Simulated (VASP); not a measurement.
A run of VASP 6.6.1:

INCAR

```
ALGO     = Fast           # electronic algorithm
EDIFF    = 1E-6           # SCF threshold, eV
ENCUT    = 520            # plane-wave cutoff, eV
GGA      = PE             # functional
ISIF     = 2              # what is computed and relaxed
ISMEAR   = 0              # smearing method
LASPH    = True           # aspherical terms in the spheres
LCHARG   = False          # write CHGCAR
LREAL    = False          # projectors in reciprocal space
LWAVE    = False          # write WAVECAR
NBANDS   = 12             # bands
NELM     = 80             # most SCF steps
PREC     = Accurate       # precision mode
SIGMA    = 0.15           # smearing width, eV
```

Contents of KPOINTS:

```
k-points
0
Gamma
  22 22 22
```

File POSCAR:

```
Ti
1.0
   -1.6277538811      1.6277538811      1.6277538811
    1.6277538811     -1.6277538811      1.6277538811
    1.6277538811      1.6277538811     -1.6277538811
Ti
1
Direct
    0.0000000000      0.0000000000      0.0000000000
```

Potentials or basis: VASP PAW PBE potentials, release 64 (Ti_sv).

Command:

```console
$ cat potpaw_PBE.64/Ti_sv/POTCAR > POTCAR
$ mpirun -np 1 vasp_std > vasp.out
```

Hardware: 1 thread of Intel Xeon 8259CL, on a shared host.

**Question.** How long does it take, and how much memory?

**Answer.** Wall time 2.4 min on 1 thread of Intel Xeon 8259CL (shared host), peak memory 0.19 GiB. Counts: scf iterations 20, k points 328.
